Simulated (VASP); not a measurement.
# Mg (P6_3/mmc) in VASP: a series of runs

Runs on Mg. Level: LDA. Tasks: single point.

Everything below comes from runs of VASP 6.6.1. Logs are shortened: lines on timing, memory, paths and dates and some standing lists are left out, and cuts for length are marked.

### 1 The cell of the first run

The structure is hexagonal, space group P6_3/mmc (No. 194). Conventional cell: a = 3.133 Å, b = 3.133 Å, c = 5.085 Å, α = 90.00°, β = 90.00°, γ = 120.00°. Within 4.1 Å of Mg (site symmetry -6m2) lie 12 Mg at 3.12 to 3.13 Å.

### 2 Single point, LDA

File INCAR:

```
SYSTEM = Mg
ALGO = Normal
EDIFF = 1E-7
ENCUT = 520
ISIF = 2
ISMEAR = -1
LASPH = .True.
LCHARG = .False.
LREAL = .False.
LWAVE = .False.
NBANDS = 9
NELM = 100
PREC = Accurate
SIGMA = 0.1
```

File KPOINTS:

```
k-points
0
Gamma
  12 12 6
  0 0 0
```

File POSCAR:

```
Mg
1.0
    3.1325008903      0.0000000000      0.0000000000
   -1.5662504451      2.7128253484      0.0000000000
    0.0000000000      0.0000000000      5.0848940941
Mg
2
Direct
    0.3333333333      0.6666666667      0.2500000000
    0.6666666667      0.3333333333      0.7500000000
```

Potentials or basis: VASP PAW LDA potentials, release 64 (Mg).

Started as:

```
$ cat potpaw_LDA.64/Mg/POTCAR > POTCAR
$ mpirun -np 1 vasp_std > vasp.out
```

OUTCAR:

```text
SYSTEM = Mg
   EDIFF = 1E-7
   ENCUT = 520
   ISIF = 2
   ISMEAR = -1
   LASPH = .True.
   LREAL = .False.
   NELM = 100
   PREC = Accurate

 ion  position               nearest neighbor table
   1  0.333  0.667  0.250-   2 3.12   2 3.12   2 3.12   2 3.12   2 3.12   2 3.12
   2  0.667  0.333  0.750-   1 3.12   1 3.12   1 3.12   1 3.12   1 3.12   1 3.12

  LATTYP: Found a hexagonal cell.
 ALAT       =     3.1325008903
 C/A-ratio  =     1.6232698001

  Lattice vectors:

 A1 = (   3.1325008903,   0.0000000000,   0.0000000000)
 A2 = (  -1.5662504451,   2.7128253484,   0.0000000000)
 A3 = (   0.0000000000,   0.0000000000,   5.0848940941)

Analysis of symmetry for initial positions (statically):
=====================================================================
 Subroutine PRICEL returns:
 Original cell was already a primitive cell.

 Routine SETGRP: Setting up the symmetry group for a
 hexagonal supercell.

 Subroutine GETGRP returns: Found 24 space group operations
 (whereof 12 operations were pure point group operations)
 out of a pool of 24 trial point group operations.

The static configuration has the point symmetry D_3d.
 The point group associated with its full space group is D_6h.

Analysis of symmetry for dynamics (positions and initial velocities):
=====================================================================
 Subroutine PRICEL returns:
 Original cell was already a primitive cell.

 Routine SETGRP: Setting up the symmetry group for a
 hexagonal supercell.

 Subroutine GETGRP returns: Found 24 space group operations
 (whereof 12 operations were pure point group operations)
 out of a pool of 24 trial point group operations.

The dynamic configuration has the point symmetry D_3d.
 The point group associated with its full space group is D_6h.

 Subroutine INISYM returns: Found 24 space group operations
 (whereof 12 operations are pure point group operations),
 and found     1 'primitive' translations

----------------------------------------------------------------------------------------

                                     Primitive cell

  volume of cell :      43.2111

  direct lattice vectors                    reciprocal lattice vectors
     3.132500890  0.000000000  0.000000000     0.319233748  0.184309690  0.000000000
    -1.566250445  2.712825348  0.000000000     0.000000000  0.368619381  0.000000000
     0.000000000  0.000000000  5.084894094     0.000000000  0.000000000  0.196660930

  length of vectors
     3.132500890  3.132500890  5.084894094     0.368619381  0.368619381  0.196660930

  position of ions in fractional coordinates (direct lattice)
     0.333333333  0.666666667  0.250000000
     0.666666667  0.333333333  0.750000000

  ion indices of the primitive-cell ions
   primitive index   ion index
                 1           1
                 2           2

----------------------------------------------------------------------------------------

 KPOINTS: k-points

Automatic generation of k-mesh.
 Grid dimensions read from file:
 generate k-points for:   12   12    6

 Generating k-lattice:

  Cartesian coordinates                     Fractional coordinates (reciprocal lattice)
     0.026602812  0.015359141  0.000000000     0.083333333  0.000000000  0.000000000
     0.000000000  0.030718282  0.000000000     0.000000000  0.083333333  0.000000000
     0.000000000  0.000000000  0.032776822     0.000000000  0.000000000  0.166666667

  Length of vectors
     0.030718282  0.030718282  0.032776822

  Shift w.r.t. Gamma in fractional coordinates (k-lattice)
     0.000000000  0.000000000  0.000000000

 Subroutine IBZKPT returns following result:
 ===========================================

 Found     76 irreducible k-points:

 Following reciprocal coordinates:
            Coordinates               Weight
  0.000000  0.000000  0.000000      1.000000
  0.083333 -0.000000  0.000000      6.000000
  0.166667 -0.000000  0.000000      6.000000
  0.250000 -0.000000  0.000000      6.000000
  0.333333  0.000000  0.000000      6.000000
  0.416667  0.000000  0.000000      6.000000
[... 16 lines left out ...]
  0.250000 -0.000000  0.166667     12.000000
  0.333333  0.000000  0.166667     12.000000
 [... further k-points ...]
   k-points           NKPTS =     76   k-points in BZ     NKDIM =     76   number of bands    NBANDS=      9
   number of dos      NEDOS =    301   number of ions     NIONS =      2
   total plane-waves  NPLWV =  23040
   dimension x,y,z NGX =    24 NGY =   24 NGZ =   40
   dimension x,y,z NGXF=    48 NGYF=   48 NGZF=   80
   ions per type =               2
   NGX,Y,Z   is equivalent  to a cutoff of  12.74, 12.74, 13.08 a.u.
   NGXF,Y,Z  is equivalent  to a cutoff of  25.47, 25.47, 26.16 a.u.
 SYSTEM =  Mg
   PREC   = accura    normal or accurate (medium, high low for compatibility)
   ISTART =      0    job   : 0-new  1-cont  2-samecut
   ICHARG =      2    charge: 1-file 2-atom 10-const
   ISPIN  =      1    spin polarized calculation?
   LNONCOLLINEAR =      F non collinear calculations
   LSORBIT =      F    spin-orbit coupling
   LASPH  =      T    aspherical Exc in radial PAW
   ENCUT  =  520.0 eV  38.22 Ry    6.18 a.u.   5.82  5.82  9.45*2*pi/ulx,y,z
   NELM   =    100;   NELMIN=  2; NELMDL= -5     # of ELM steps
   EDIFF  = 0.1E-06   stopping-criterion for ELM
   LREAL  =      F    real-space projection
   EDIFFG = 0.1E-05   stopping-criterion for IOM
   NSW    =      0    number of steps for IOM
   IBRION =     -1    ionic relax: 0-MD 1-quasi-New 2-CG
   NFREE  =      0    steps in history (QN), initial steepest desc. (CG)
   ISIF   =      2    stress and relaxation
   ISYM   =      2    0-nonsym 1-usesym 2-fastsym
   POTIM  = 0.5000    time-step for ionic-motion
   TEBEG  =    0.0;   TEEND  =   0.0 temperature during run
   PSTRESS=    0.0 pullay stress
   NELECT =       4.0000    total number of electrons
   NUPDOWN=      -1.0000    fix difference up-down
   EMIN   =  10.00;   EMAX   =-10.00  energy-range for DOS
   EFERMI =   0.00;   METHOD = LEGACY
   ISMEAR =    -1;   SIGMA  =   0.10  broadening in eV -4-tet -1-fermi 0-gaus
   EFERMI_NEDOS =   21; number of points for ismear=-14 and -15
   IALGO  =     38    algorithm
   IMIX   =      4    mixing-type and parameters
     AMIX     =   0.40;   BMIX     =  1.00
     AMIX_MAG =   1.60;   BMIX_MAG =  1.00
  volume/ion in A,a.u.               =      21.61       145.80
  Fermi-wavevector in a.u.,A,eV,Ry     =   0.740565  1.399465  7.461932  0.548437
  Thomas-Fermi vector in A             =   1.834998
   LORBIT       =      0    0 simple, 1 ext, 2 COOP (PROOUT), +10 PAW based schemes
   GGA     = CA    functional components
   LHFCALC =     F    Hartree Fock is set to
   AEXX    =    0.0000 exact exchange contribution
   IVDW    =     0    specifies the selected vdW correction
   LEPSILON=     F    determine dielectric tensor
   LRPA    =     F    only Hartree local field effects (RPA)
 non-spin polarized calculation
  energy-cutoff  :      520.00
  volume of cell :       43.21
 maximum number of plane-waves:      1182
 NGX is ok and might be reduce to    24
   NGX = 11   NGY = 11   NGZ = 19

 number of electron       4.0000000 magnetization

 Free energy of the ion-electron system (eV)
  ---------------------------------------------------
  ext. energy  EPLUGINS =         0.00000000
  ---------------------------------------------------
  free energy    TOTEN  =        -3.63746430 eV

  energy without entropy =       -3.61157170  energy(sigma->0) =       -3.62451800

 E-fermi :   2.7590     XC(G=0):  -8.8773

 val. band max:        2.7394657293   @ k =   0.4167   0.1667   0.5000
 cond. band min:       2.9891545420   @ k =   0.3333   0.3333   0.5000
 fundamental gap:      0.2496888128
 Fermi energy:         2.7590138002

 k-point     1 :       0.0000    0.0000    0.0000
  band No.  band energies     occupation
      1      -4.3925      2.00000
      2       1.0413      2.00000
      3       1.5199      1.99999
      4      14.0386      0.00000
      5      14.0386      0.00000
      6      14.2063      0.00000
      7      14.2063      0.00000
      8      14.9615      0.00000
      9      16.7330      0.00000

 k-point     2 :       0.0833   -0.0000    0.0000
  band No.  band energies     occupation
      1      -4.2504      2.00000
      2       1.1700      2.00000
      3       1.6578      1.99997
      4      11.7309      0.00000
      5      12.8362      0.00000
      6      13.6722      0.00000
      7      15.5924      0.00000
      8      15.8413      0.00000
      9      16.5340      0.00000

 k-point     3 :       0.1667   -0.0000    0.0000
  band No.  band energies     occupation
      1      -3.8253      2.00000
      2       1.5564      1.99999
      3       2.0655      1.99806
      4       9.1345      0.00000
      5      11.7837      0.00000
      6      12.4040      0.00000
      7      13.9883      0.00000
      8      14.9718      0.00000
      9      16.5346      0.00000

 k-point     4 :       0.2500   -0.0000    0.0000
  band No.  band energies     occupation
      1      -3.1213      2.00000
      2       2.2011      1.99248
      3       2.7166      1.20902
      4       6.7309      0.00000
      5      10.9659      0.00000
      6      11.0386      0.00000
      7      11.5604      0.00000
      8      13.3949      0.00000
      9      15.5277      0.00000
[... 205 lines left out ...]
 k-point    22 :       0.1667   -0.0000    0.1667
  band No.  band energies     occupation
      1      -3.6645      2.00000
      2       0.1065      2.00000
      3       3.7857      0.00007
      4       9.2724      0.00000
      5      11.9161      0.00000
      6      12.1332      0.00000
      7      13.1322      0.00000
      8      14.7161      0.00000
      9      15.0973      0.00000

 k-point    23 :       0.2500   -0.0000    0.1667
  band No.  band energies     occupation
      1      -2.9617      2.00000
      2       0.7758      2.00000
      3       4.3868      0.00000
      4       6.8981      0.00000
      5      10.0757      0.00000
      6      11.0990      0.00000
      7      11.9778      0.00000
      8      14.1090      0.00000
      9      14.3100      0.00000

 k-point    24 :       0.3333    0.0000    0.1667
  band No.  band energies     occupation
      1      -1.9873      2.00000
      2       1.6915      1.99995
      3       4.3615      0.00000
      4       5.6205      0.00000
      5       8.0112      0.00000
      6      10.5162      0.00000
      7      10.7793      0.00000
      8      12.6912      0.00000
      9      13.7169      0.00000

 [... further k-points ...]
[... 5 lines left out ...]
  --------------------------------------------------------------------------------------
  -------------------------------------------------------------------------------------
  Total       -0.0215025     -0.0215025     -0.1873605     -0.0000000      0.0000000      0.0000000
  in kB       -0.7972680     -0.7972680     -6.9469404     -0.0000000      0.0000000      0.0000000
  external PRESSURE =      -2.8471588 kB  Pullay stress =       0.0000000 kB

 VOLUME and BASIS-vectors are now :
 -----------------------------------------------------------------------------
  energy-cutoff  :      520.00
  volume of cell :       43.21
      direct lattice vectors                 reciprocal lattice vectors
     3.132500890  0.000000000  0.000000000     0.319233748  0.184309690  0.000000000
    -1.566250445  2.712825348  0.000000000     0.000000000  0.368619381  0.000000000
     0.000000000  0.000000000  5.084894094     0.000000000  0.000000000  0.196660930

 POSITION                                       TOTAL-FORCE (eV/Angst)
 -----------------------------------------------------------------------------------
     -0.00000      1.80855      1.27122         0.000000     -0.000000      0.000000
      1.56625      0.90428      3.81367        -0.000000      0.000000      0.000000
 -----------------------------------------------------------------------------------
    total drift:                               -0.000000      0.000000     -0.000000

  FREE ENERGIE OF THE ION-ELECTRON SYSTEM (eV)
  ---------------------------------------------------
  free  energy   TOTEN  =        -3.6374642992 eV

  energy  without entropy=       -3.6115717003  energy(sigma->0) =       -3.62451800
```

Wall time 21 s (1 thread of Intel Xeon 8259CL, shared host); peak memory 0.15 GiB.

Results:

- Free energy: -3.6375 eV
- Pressure: -0.3 GPa
- Band gap on the k mesh: zero (band 2 reaches 3.81 eV, above the bottom of band 3 at 1.52 eV)

### 3 Single point, LDA

File INCAR:

```
SYSTEM = Mg
ALGO = Normal
EDIFF = 1E-6
ENCUT = 520
GGA = CA
ISIF = 2
ISMEAR = -1
LASPH = .TRUE.
LCHARG = .FALSE.
LREAL = .FALSE.
LWAVE = .FALSE.
NBANDS = 9
NELM = 60
PREC = Accurate
SIGMA = 0.2
```

File KPOINTS:

```
k-points
0
G
  12 12 6
  0 0 0
```

POSCAR is that of step 2.

Potentials or basis: VASP PAW LDA potentials, release 64 (Mg).

Started as:

```
$ cat potpaw_LDA.64/Mg/POTCAR > POTCAR
$ mpirun -np 1 vasp_std > vasp.out
```

Wall time 20 s (1 thread of Intel Xeon 8259CL, shared host); peak memory 0.15 GiB.

Results (log left out):

```yaml
Free_energy: -3.6759 eV
Pressure: -0.2 GPa
Band_gap_on_the_k_mesh: zero (band 2 reaches 3.81 eV, above the bottom of band 3 at 1.52 eV)
```

Stress tensor (GPa, compression positive):
```
-0.04  0.00  0.00
 0.00 -0.04  0.00
 0.00  0.00 -0.43
```

Levels at points of the mesh, in eV from the Fermi level:
```csv
k point,band 1,band 2,band 3,band 4,band 5,band 6,band 7
"(0.00, 0.00, 0.00)",-7.17,-1.74,-1.26,11.26,11.26,11.43,11.43
"(0.50, 0.00, 0.00)",-2.21,-2.19,2.76,3.10,3.42,3.84,7.14
"(0.00, 0.00, 0.50)",-5.72,-5.72,5.21,5.21,12.01,12.01,12.01
"(0.50, 0.00, 0.50)",-1.13,-1.13,-0.44,-0.44,8.26,8.26,8.34
```
